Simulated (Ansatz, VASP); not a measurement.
**One calculation of Lu, two programs**

Contents of INCAR:

```
SYSTEM = Lu
ALGO = Normal
EDIFF = 1E-6
ENCUT = 520
GGA = PE
ISIF = 2
ISMEAR = -1
LASPH = .True.
LCHARG = .False.
LREAL = .False.
LWAVE = .False.
NBANDS = 32
NELM = 60
PREC = Accurate
SIGMA = 0.01
```

KPOINTS

```
k-points
0
Gamma
  10 10 6
  0 0 0
```

Contents of POSCAR:

```
Lu
1.0
    3.5070808964      0.0000000000      0.0000000000
   -1.7535404482      3.0372211494      0.0000000000
    0.0000000000      0.0000000000      5.4772888711
Lu
2
Direct
    0.3333333333      0.6666666667      0.2500000000
    0.6666666667      0.3333333333      0.7500000000
```

Input for Ansatz:

```yaml
crystal:
  lattice:
    - [3.5070808964, 0.0, 0.0]
    - [-1.7535404482, 3.0372211494, 0.0]
    - [0.0, 0.0, 5.4772888711]
  atoms:
    - { symbol: Lu, position: [0.3333333333, 0.6666666667, 0.25] }
    - { symbol: Lu, position: [0.6666666667, 0.3333333333, 0.75] }
hamiltonian:
  xc: pbe
  pseudopotentials:
    kind: paw
    azcp:
      Lu: "pseudopotentials/Lu.paw.azcp"
basis:
  ecutwfc: 420
  fft_grid_basis: typed
kpoints:
  mp_grid: { grid: [10, 10, 6], shift: [0, 0, 0] }
magnetization:
  spin_polarized: false
scf:
  occupations: { method: fermi_dirac, width: 0.01 }
  lower_state_search: "off"
output:
  stress: true
```

Alike in both runs: task single point; functional PBE; k mesh 10 × 10 × 6; occupations fermi-dirac, width 0.01 eV; no spin polarisation.

```csv
,VASP,Ansatz
version,VASP 6.6.1,Ansatz 0.2.0
potentials or method,"VASP PAW PBE potentials, release 64 (Lu), cutoff 520 eV","plane waves (420 eV) with PAW, scalar-relativistic"
valence electrons in the cell,50,50
```

|  | VASP | Ansatz | Ansatz less VASP |
| --- | --- | --- | --- |
| pressure (GPa) | 0.1 | -0.3 | -0.35 |
| traceless stress, the component that is largest in VASP (GPa) | -0.43 | -0.43 | -0.004 |

Neither program's run includes spin-orbit coupling.
